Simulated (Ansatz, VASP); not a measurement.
# GaN: VASP beside Ansatz

```
Ga N
1.0
     0.00000    2.27316    2.27316
     2.27316    0.00000    2.27316
     2.27316    2.27316    0.00000
Ga N
1 1
Direct
  0.00000 0.00000 0.00000
  0.75000 0.75000 0.75000
```

Alike in both runs: functional PBE; k mesh 6 × 6 × 6; occupations gaussian, width 0.1 eV; no spin polarisation.

Ansatz relaxed the structure, and its values are those at the end. VASP's run is a single point on that final structure, the one shown.

```csv
,VASP,Ansatz
version,VASP 6.6.1,Ansatz 0.2.0
potentials or method,"VASP PAW PBE potentials, release 64 (Ga_d, N), cutoff 520 eV","scalar-relativistic, plane waves, PAW"
valence electrons in the cell,18,18
```

```csv
,VASP,Ansatz,Ansatz less VASP
gap on the k mesh at the Fermi level (eV),1.55,1.55,-0.006
least direct gap on the mesh (eV),1.55,1.55,-0.006
pressure (GPa),0.3,0.2,-0.09
```
